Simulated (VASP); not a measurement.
Rb:

```
CELL_PARAMETERS angstrom
0.00000 3.51833 3.51833
3.51833 0.00000 3.51833
3.51833 3.51833 0.00000
ATOMIC_POSITIONS crystal
Rb 0.00000 0.00000 0.00000
```

```yaml
Program: VASP 6.6.1
Task: relaxation of cell and atoms
Functional: RPBE
Potentials_or_basis: VASP PAW PBE potentials, release 64 (Rb_sv)
Cutoff: 600 eV
k_mesh: 8 × 8 × 8
Occupations: fermi-dirac, width 0.1 eV
Spin: no spin polarisation
```

At the start: pressure 0.5 GPa; volume 87.10 Å³/atom.

Q: How do energy, volume and symmetry change on relaxing?

A: Over 4 steps the energy falls by 18.5 meV/atom and the volume is 101.06 Å³/atom (+16.0 %); space group Fm-3m (No. 225, to 0.05 Å).

The path:
| step | energy change (eV) | largest force (eV/Å) | pressure (GPa) | volume (Å³) |
| --- | --- | --- | --- | --- |
| 1 | 0.0000 | 0.0000 | 0.47 | 87.10 |
| 2 | -0.0081 | 0.0000 | 0.33 | 90.37 |
| 3 | -0.0182 | 0.0000 | 0.04 | 99.42 |
| 4 | -0.0185 | 0.0000 | 0.01 | 101.06 |

Final structure:
```
CELL_PARAMETERS angstrom
0.00000 3.69696 3.69696
3.69696 0.00000 3.69696
3.69696 3.69696 0.00000
ATOMIC_POSITIONS crystal
Rb 0.00000 0.00000 0.00000
```

Caveat: the volume moved by over 15 % at a fixed basis, so the end points are rough; the PAW data sets were made with another functional, which shifts forces and pressure a little.
